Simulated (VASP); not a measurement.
# Rb (Pm-3m) in VASP: further runs

The runs below take Rb through single point, with LDA.

Everything below comes from runs of VASP 6.6.1. Logs are shortened: lines on timing, memory, paths and dates and some standing lists are left out, and cuts for length are marked.

### Step 1. The cell of the first run

It takes space group Pm-3m (No. 221, cubic). The conventional cell has a = 3.584 Å, b = 3.584 Å, c = 3.584 Å, α = 90.00°, β = 90.00°, γ = 90.00°. Within 4.7 Å of Rb (site symmetry m-3m) lie 6 Rb at 3.58 Å.

This isn't the form of Rb at room conditions, which is bcc.

### Step 2. Single point, LDA (46.04 Å³/atom)

The input, INCAR:

```
SYSTEM = Rb
ALGO     = Normal         ! electronic algorithm
EDIFF    = 1E-7           ! SCF threshold, eV
ENCUT    = 520            ! plane-wave cutoff, eV
GGA      = CA             ! functional
ISIF     = 2              ! what is computed and relaxed
ISMEAR   = -1             ! smearing method
LASPH    = .True.         ! aspherical terms in the spheres
LCHARG   = .False.        ! write CHGCAR
LREAL    = .False.        ! projectors in reciprocal space
LWAVE    = .False.        ! write WAVECAR
NBANDS   = 10             ! bands
NELM     = 60             ! most SCF steps
PREC     = Accurate       ! precision mode
SIGMA    = 0.05           ! smearing width, eV
```

The input, KPOINTS:

```
k-points
0
Gamma
  10 10 10
  0 0 0
```

The input, POSCAR:

```
Rb
1.0
    3.5841259402      0.0000000000      0.0000000000
    0.0000000000      3.5841259402      0.0000000000
    0.0000000000      0.0000000000      3.5841259402
Rb
1
Direct
    0.0000000000      0.0000000000      0.0000000000
```

Potentials or basis: VASP PAW LDA potentials, release 64 (Rb_sv).

Launch:

```sh
$ cat potpaw_LDA.64/Rb_sv/POTCAR > POTCAR
$ mpirun -np 1 vasp_std > vasp.out
```

OUTCAR:

```text
SYSTEM = Rb
   EDIFF = 1E-7
   ENCUT = 520
   GGA = CA
   ISIF = 2
   ISMEAR = -1
   LASPH = .True.
   LREAL = .False.
   NELM = 60
   PREC = Accurate

 ion  position               nearest neighbor table
   1  0.000  0.000  0.000-

  LATTYP: Found a simple cubic cell.
 ALAT       =     3.5841259402

  Lattice vectors:

 A1 = (   3.5841259402,   0.0000000000,   0.0000000000)
 A2 = (   0.0000000000,   3.5841259402,   0.0000000000)
 A3 = (   0.0000000000,   0.0000000000,   3.5841259402)

Analysis of symmetry for initial positions (statically):
=====================================================================
 Subroutine PRICEL returns:
 Original cell was already a primitive cell.

 Routine SETGRP: Setting up the symmetry group for a
 simple cubic supercell.

 Subroutine GETGRP returns: Found 48 space group operations
 (whereof 48 operations were pure point group operations)
 out of a pool of 48 trial point group operations.

The static configuration has the point symmetry O_h .

Analysis of symmetry for dynamics (positions and initial velocities):
=====================================================================
 Subroutine PRICEL returns:
 Original cell was already a primitive cell.

 Routine SETGRP: Setting up the symmetry group for a
 simple cubic supercell.

 Subroutine GETGRP returns: Found 48 space group operations
 (whereof 48 operations were pure point group operations)
 out of a pool of 48 trial point group operations.

The dynamic configuration has the point symmetry O_h .

 Subroutine INISYM returns: Found 48 space group operations
 (whereof 48 operations are pure point group operations),
 and found     1 'primitive' translations

----------------------------------------------------------------------------------------

                                     Primitive cell

  volume of cell :      46.0415

  direct lattice vectors                    reciprocal lattice vectors
     3.584125940  0.000000000  0.000000000     0.279008053  0.000000000  0.000000000
     0.000000000  3.584125940  0.000000000     0.000000000  0.279008053  0.000000000
     0.000000000  0.000000000  3.584125940     0.000000000  0.000000000  0.279008053

  length of vectors
     3.584125940  3.584125940  3.584125940     0.279008053  0.279008053  0.279008053

  position of ions in fractional coordinates (direct lattice)
     0.000000000  0.000000000  0.000000000

  ion indices of the primitive-cell ions
   primitive index   ion index
                 1           1

----------------------------------------------------------------------------------------

 KPOINTS: k-points

Automatic generation of k-mesh.
 Grid dimensions read from file:
 generate k-points for:   10   10   10

 Generating k-lattice:

  Cartesian coordinates                     Fractional coordinates (reciprocal lattice)
     0.027900805  0.000000000  0.000000000     0.100000000  0.000000000  0.000000000
     0.000000000  0.027900805  0.000000000     0.000000000  0.100000000  0.000000000
     0.000000000  0.000000000  0.027900805     0.000000000  0.000000000  0.100000000

  Length of vectors
     0.027900805  0.027900805  0.027900805

  Shift w.r.t. Gamma in fractional coordinates (k-lattice)
     0.000000000  0.000000000  0.000000000

 Subroutine IBZKPT returns following result:
 ===========================================

 Found     56 irreducible k-points:

 Following reciprocal coordinates:
            Coordinates               Weight
  0.000000  0.000000  0.000000      1.000000
  0.100000  0.000000  0.000000      6.000000
  0.200000  0.000000  0.000000      6.000000
  0.300000  0.000000  0.000000      6.000000
  0.400000  0.000000  0.000000      6.000000
  0.500000  0.000000  0.000000      3.000000
[... 16 lines left out ...]
  0.200000  0.100000  0.100000     24.000000
  0.300000  0.100000  0.100000     24.000000
 [... further k-points ...]
   k-points           NKPTS =     56   k-points in BZ     NKDIM =     56   number of bands    NBANDS=     10
   number of dos      NEDOS =    301   number of ions     NIONS =      1
   total plane-waves  NPLWV =  21952
   dimension x,y,z NGX =    28 NGY =   28 NGZ =   28
   dimension x,y,z NGXF=    56 NGYF=   56 NGZF=   56
   ions per type =               1
   NGX,Y,Z   is equivalent  to a cutoff of  12.99, 12.99, 12.99 a.u.
   NGXF,Y,Z  is equivalent  to a cutoff of  25.98, 25.98, 25.98 a.u.
 SYSTEM =  Rb
   PREC   = accura    normal or accurate (medium, high low for compatibility)
   ISTART =      0    job   : 0-new  1-cont  2-samecut
   ICHARG =      2    charge: 1-file 2-atom 10-const
   ISPIN  =      1    spin polarized calculation?
   LNONCOLLINEAR =      F non collinear calculations
   LSORBIT =      F    spin-orbit coupling
   LASPH  =      T    aspherical Exc in radial PAW
   ENCUT  =  520.0 eV  38.22 Ry    6.18 a.u.   6.66  6.66  6.66*2*pi/ulx,y,z
   NELM   =     60;   NELMIN=  2; NELMDL= -5     # of ELM steps
   EDIFF  = 0.1E-06   stopping-criterion for ELM
   LREAL  =      F    real-space projection
   EDIFFG = 0.1E-05   stopping-criterion for IOM
   NSW    =      0    number of steps for IOM
   IBRION =     -1    ionic relax: 0-MD 1-quasi-New 2-CG
   NFREE  =      0    steps in history (QN), initial steepest desc. (CG)
   ISIF   =      2    stress and relaxation
   ISYM   =      2    0-nonsym 1-usesym 2-fastsym
   POTIM  = 0.5000    time-step for ionic-motion
   TEBEG  =    0.0;   TEEND  =   0.0 temperature during run
   PSTRESS=    0.0 pullay stress
   NELECT =       9.0000    total number of electrons
   NUPDOWN=      -1.0000    fix difference up-down
   EMIN   =  10.00;   EMAX   =-10.00  energy-range for DOS
   EFERMI =   0.00;   METHOD = LEGACY
   ISMEAR =    -1;   SIGMA  =   0.05  broadening in eV -4-tet -1-fermi 0-gaus
   EFERMI_NEDOS =   21; number of points for ismear=-14 and -15
   IALGO  =     38    algorithm
   IMIX   =      4    mixing-type and parameters
     AMIX     =   0.40;   BMIX     =  1.00
     AMIX_MAG =   1.60;   BMIX_MAG =  1.00
  volume/ion in A,a.u.               =      46.04       310.70
  Fermi-wavevector in a.u.,A,eV,Ry     =   0.950107  1.795441 12.282018  0.902703
  Thomas-Fermi vector in A             =   2.078452
   LORBIT       =      0    0 simple, 1 ext, 2 COOP (PROOUT), +10 PAW based schemes
   GGA     = CA    functional components
   LHFCALC =     F    Hartree Fock is set to
   AEXX    =    0.0000 exact exchange contribution
   IVDW    =     0    specifies the selected vdW correction
   LEPSILON=     F    determine dielectric tensor
   LRPA    =     F    only Hartree local field effects (RPA)
 non-spin polarized calculation
  energy-cutoff  :      520.00
  volume of cell :       46.04
 maximum number of plane-waves:      1261
 NGX is ok and might be reduce to    28
   NGX = 13   NGY = 13   NGZ = 13

 number of electron       9.0000000 magnetization

 Free energy of the ion-electron system (eV)
  ---------------------------------------------------
  ext. energy  EPLUGINS =         0.00000000
  ---------------------------------------------------
  free energy    TOTEN  =        -0.59787269 eV

  energy without entropy =       -0.58373617  energy(sigma->0) =       -0.59080443

 E-fermi :   1.8608     XC(G=0):  -7.7239

 val. band max:        1.8586802141   @ k =   0.5000   0.0000   0.0000
 cond. band min:       1.8796319007   @ k =   0.3000   0.3000   0.2000
 fundamental gap:      0.0209516865
 Fermi energy:         1.8608456184

 k-point     1 :       0.0000    0.0000    0.0000
  band No.  band energies     occupation
      1     -27.1967      2.00000
      2     -10.8792      2.00000
      3     -10.8792      2.00000
      4     -10.8792      2.00000
      5      -0.9312      2.00000
      6       3.7574      0.00000
      7       3.7574      0.00000
      8      10.1849      0.00000
      9      10.1849      0.00000
     10      10.1849      0.00000

 k-point     2 :       0.1000    0.0000    0.0000
  band No.  band energies     occupation
      1     -27.1877      2.00000
      2     -10.9935      2.00000
      3     -10.8696      2.00000
      4     -10.8696      2.00000
      5      -0.7425      2.00000
      6       3.8280      0.00000
      7       3.8986      0.00000
      8       9.4100      0.00000
      9       9.4100      0.00000
     10      10.2207      0.00000

 k-point     3 :       0.2000    0.0000    0.0000
  band No.  band energies     occupation
      1     -27.1639      2.00000
      2     -11.2773      2.00000
      3     -10.8442      2.00000
      4     -10.8442      2.00000
      5      -0.2329      2.00000
      6       4.0264      0.00000
      7       4.1625      0.00000
      8       8.3903      0.00000
      9       8.3903      0.00000
     10       9.7475      0.00000

 k-point     4 :       0.3000    0.0000    0.0000
  band No.  band energies     occupation
      1     -27.1342      2.00000
      2     -11.6022      2.00000
      3     -10.8125      2.00000
      4     -10.8125      2.00000
      5       0.4842      2.00000
      6       4.0853      0.00000
      7       4.3053      0.00000
      8       7.5769      0.00000
      9       7.5769      0.00000
     10       9.7635      0.00000
[... 222 lines left out ...]
 k-point    22 :       0.1000    0.1000    0.1000
  band No.  band energies     occupation
      1     -27.1698      2.00000
      2     -10.9947      2.00000
      3     -10.9611      2.00000
      4     -10.9611      2.00000
      5      -0.3740      2.00000
      6       4.0813      0.00000
      7       4.0813      0.00000
      8       8.2601      0.00000
      9       9.0334      0.00000
     10       9.0334      0.00000

 k-point    23 :       0.2000    0.1000    0.1000
  band No.  band energies     occupation
      1     -27.1462      2.00000
      2     -11.2535      2.00000
      3     -10.9528      2.00000
      4     -10.9341      2.00000
      5       0.1163      2.00000
      6       4.2721      0.00000
      7       4.3593      0.00000
      8       7.4941      0.00000
      9       7.9369      0.00000
     10       9.1145      0.00000

 k-point    24 :       0.3000    0.1000    0.1000
  band No.  band energies     occupation
      1     -27.1168      2.00000
      2     -11.5726      2.00000
      3     -10.9182      2.00000
      4     -10.9003      2.00000
      5       0.8034      2.00000
      6       4.1886      0.00000
      7       4.5528      0.00000
      8       7.0271      0.00000
      9       7.2623      0.00000
     10       9.3144      0.00000

 [... further k-points ...]

------------------------ aborting loop because EDIFF is reached ----------------------------------------

  FORCE on cell =-STRESS in cart. coord.  units (eV):
  Direction    XX          YY          ZZ          XY          YZ          ZX
  --------------------------------------------------------------------------------------
  -------------------------------------------------------------------------------------
  Total        1.2272826      1.2272826      1.2272826      0.0000000      0.0000000      0.0000000
  in kB       42.7076188     42.7076188     42.7076188      0.0000000      0.0000000      0.0000000
  external PRESSURE =      42.7076188 kB  Pullay stress =       0.0000000 kB

 VOLUME and BASIS-vectors are now :
 -----------------------------------------------------------------------------
  energy-cutoff  :      520.00
  volume of cell :       46.04
      direct lattice vectors                 reciprocal lattice vectors
     3.584125940  0.000000000  0.000000000     0.279008053  0.000000000  0.000000000
     0.000000000  3.584125940  0.000000000     0.000000000  0.279008053  0.000000000
     0.000000000  0.000000000  3.584125940     0.000000000  0.000000000  0.279008053

 POSITION                                       TOTAL-FORCE (eV/Angst)
 -----------------------------------------------------------------------------------
      0.00000      0.00000      0.00000         0.000000      0.000000      0.000000
 -----------------------------------------------------------------------------------
    total drift:                               -0.000000     -0.000000     -0.000000

  FREE ENERGIE OF THE ION-ELECTRON SYSTEM (eV)
  ---------------------------------------------------
  free  energy   TOTEN  =        -0.5978726896 eV

  energy  without entropy=       -0.5837361688  energy(sigma->0) =       -0.59080443
```

Run time: 6.5 s. Hardware: 1 thread of Intel Xeon 6975P-C (Granite Rapids), shared host; peak memory 0.14 GiB.

What came out:

| Property | Result |
| --- | --- |
| Free energy | -0.5979 eV |
| Pressure | 4.3 GPa |
| Band gap on the k mesh | zero (an odd number of electrons rules out a gap without spin polarisation) |

Caveat: the cell stands under pressure.

### Step 3. Single point, LDA (46.04 Å³/atom)

The input, INCAR:

```
PREC     = Accurate       # precision mode
ENCUT    = 520            # plane-wave cutoff, eV
EDIFF    = 1E-7           # SCF threshold, eV
ISMEAR   = -1             # smearing method
SIGMA    = 0.05           # smearing width, eV
LREAL    = False          # projectors in reciprocal space
LASPH    = True           # aspherical terms in the spheres
NELM     = 100            # most SCF steps
ALGO     = Normal         # electronic algorithm
ISIF     = 2              # what is computed and relaxed
LWAVE    = False          # write WAVECAR
LCHARG   = False          # write CHGCAR
GGA      = CA             # functional
NBANDS   = 10             # bands
```

The input, KPOINTS:

```
regular mesh
0
Gamma
  10 10 10
```

POSCAR is that of step 2.

Potentials or basis: VASP PAW LDA potentials, release 64 (Rb_sv).

Launch:

```sh
$ cat potpaw_LDA.64/Rb_sv/POTCAR > POTCAR
$ mpirun -np 1 vasp_std > vasp.out
```

It took 6.4 s on 1 thread of Intel Xeon 6975P-C (Granite Rapids), shared host; peak memory 0.14 GiB.

The run converged. Its results:

```
Free energy            : -0.5979 eV
Pressure               : 4.3 GPa
Band gap on the k mesh : zero (an odd number of electrons rules out a gap without spin polarisation)
```

Levels at points of the mesh, in eV from the Fermi level:
```csv
k point,band 2,band 3,band 4,band 5,band 6,band 7,band 8,band 9
"(0.00, 0.00, 0.00)",-12.74,-12.74,-12.74,-2.79,1.90,1.90,8.32,8.32
"(0.50, 0.00, 0.00)",-13.80,-12.64,-12.64,0.00,1.07,2.82,5.02,5.02
"(0.50, 0.50, 0.00)",-13.61,-13.61,-12.54,-0.33,2.45,4.35,4.35,5.86
"(0.50, 0.50, 0.50)",-13.45,-13.45,-13.45,1.22,1.22,1.22,4.59,8.56
```

Caveat: the cell stands under pressure.

### Step 4. Single point, LDA (54.41 Å³/atom)

This run uses another cell than the first one, of 54.41 Å³/atom.

The input, INCAR:

```
SYSTEM = Rb
  PREC = Accurate
  ENCUT = 520
  EDIFF = 1E-6
  ISMEAR = -1
  SIGMA = 0.05
  LREAL = .False.
  LASPH = .True.
  NELM = 100
  ALGO = Normal
  ISIF = 2
  LWAVE = .False.
  LCHARG = .False.
  NBANDS = 10
```

The input, KPOINTS:

```
regular mesh
0
Gamma
  10 10 10
  0 0 0
```

The input, POSCAR:

```
Rb
1.0
    3.7893682970      0.0000000000      0.0000000000
    0.0000000000      3.7893682970      0.0000000000
    0.0000000000      0.0000000000      3.7893682970
Rb
1
Direct
    0.0000000000      0.0000000000      0.0000000000
```

Launch:

```sh
$ cat potpaw_LDA.64/Rb_sv/POTCAR > POTCAR
$ mpirun -np 1 vasp_std > vasp.out
```

It took 6.1 s on 1 thread of Intel Xeon 6975P-C (Granite Rapids), shared host; peak memory 0.15 GiB.

Results (log left out):

```yaml
Free_energy: -0.7799 eV
Pressure: 2.7 GPa
Band_gap_on_the_k_mesh: zero (an odd number of electrons rules out a gap without spin polarisation)
```

Levels at points of the mesh, in eV from the Fermi level:
| k point | band 1 | band 2 | band 3 | band 4 | band 5 | band 6 | band 7 | band 8 | band 9 |
| --- | --- | --- | --- | --- | --- | --- | --- | --- | --- |
| (0.00, 0.00, 0.00) | -29.00 | -12.86 | -12.86 | -12.86 | -2.70 | 1.97 | 1.97 | 7.56 | 7.56 |
| (0.50, 0.00, 0.00) | -28.95 | -13.56 | -12.80 | -12.80 | -0.18 | 0.72 | 2.79 | 4.72 | 4.72 |
| (0.50, 0.50, 0.00) | -28.90 | -13.44 | -13.44 | -12.74 | -0.03 | 2.16 | 3.59 | 3.59 | 5.44 |
| (0.50, 0.50, 0.50) | -28.85 | -13.34 | -13.34 | -13.34 | 1.36 | 1.36 | 1.36 | 4.35 | 7.10 |

The gap in the log of VASP goes by the Fermi energy; the results here count the filled bands.